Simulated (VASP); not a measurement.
# Ti: single point with PBE0

The system is Ti.

```
Ti
1.0
     0.00000    2.04950    2.04950
     2.04950    0.00000    2.04950
     2.04950    2.04950    0.00000
Ti
1
Direct
  0.00000 0.00000 0.00000
```

This isn't the form of Ti at room conditions, which is hcp.

```
Program                            : VASP 6.6.1
Task                               : single point
Functional                         : PBE0
Potentials or basis                : VASP PAW PBE potentials, release 64 (Ti_sv)
Cutoff                             : 520 eV
k mesh                             : 6 × 6 × 6
Occupations                        : fermi-dirac, width 0.05 eV
Spin                               : no spin polarisation
Dipole correction                  : no
Grid for exact exchange (PRECFOCK) : Normal
Further INCAR settings             : ALGO = Normal; EDIFF = 1e-06; NBANDS = 12
Share of exact exchange            : 0.25
```

| Property | Result |
| --- | --- |
| Pressure | -0.7 GPa |
| Band gap on the k mesh | zero (bands 6 and 7 overlap by 2.04 eV) |

Levels at points of the mesh, in eV from the Fermi level:
| k point | band 3 | band 4 | band 5 | band 6 | band 7 | band 8 | band 9 | band 10 |
| --- | --- | --- | --- | --- | --- | --- | --- | --- |
| (0.00, 0.00, 0.00) | -36.02 | -36.02 | -7.64 | 1.97 | 1.97 | 1.97 | 4.14 | 4.14 |
| (0.50, 0.00, 0.00) | -36.11 | -36.11 | -3.46 | 0.63 | 1.99 | 1.99 | 5.06 | 5.06 |
| (0.50, 0.50, 0.00) | -36.26 | -36.26 | -3.22 | -2.45 | 3.56 | 5.29 | 5.31 | 5.31 |

Wall time 23 min on 1 thread of Intel Xeon 8259CL, on a shared host, peak memory 0.15 GiB.

Caveat: the k points lie up to 0.44 Å⁻¹ apart, too coarse for converged energies and pressures of a metal; the PAW data sets were made with another functional, which shifts forces and pressure a little.
